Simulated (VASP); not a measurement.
## NaF: single point with PBE

Crystal: NaF.

```
Na F
1.0
     3.28098    0.00000    0.00000
     1.64049    2.84141    0.00000
     1.64049    0.94714    2.67890
Na F
1 1
Direct
  0.00000 0.00000 0.00000
  0.50000 0.50000 0.50000
```

| Property | Result |
| --- | --- |
| Program | VASP 6.6.1 |
| Task | single point |
| Functional | PBE |
| Potentials or basis | VASP PAW PBE potentials, release 64 (Na_pv, F) |
| Cutoff | 600 eV |
| k mesh | 8 × 8 × 8 |
| Occupations | methfessel-paxton, width 0.15 eV |
| Spin | no spin polarisation |

```json
{"Pressure": "1.6 GPa", "Band gap on the k mesh": "6.28 eV"}
```

Levels at points of the mesh, in eV from the valence-band top:
| k point | band 4 | band 5 | band 6 | band 7 | band 8 | band 9 | band 10 | band 11 |
| --- | --- | --- | --- | --- | --- | --- | --- | --- |
| (0.00, 0.00, 0.00) | -18.95 | 0.00 | 0.00 | 0.00 | 6.28 | 18.95 | 18.95 | 18.95 |
| (0.50, 0.00, 0.00) | -18.18 | -1.58 | -0.25 | -0.25 | 10.76 | 12.44 | 20.07 | 20.07 |
| (0.50, 0.50, 0.00) | -18.92 | -1.27 | -0.40 | -0.40 | 13.12 | 13.30 | 13.57 | 19.72 |

Run time: 6 s on 1 thread of Intel(R) Xeon(R) 6975P-C (Granite Rapids), with other jobs on the host, peak memory 0.14 GiB.

As with any semilocal functional, this PBE gap is likely too small.
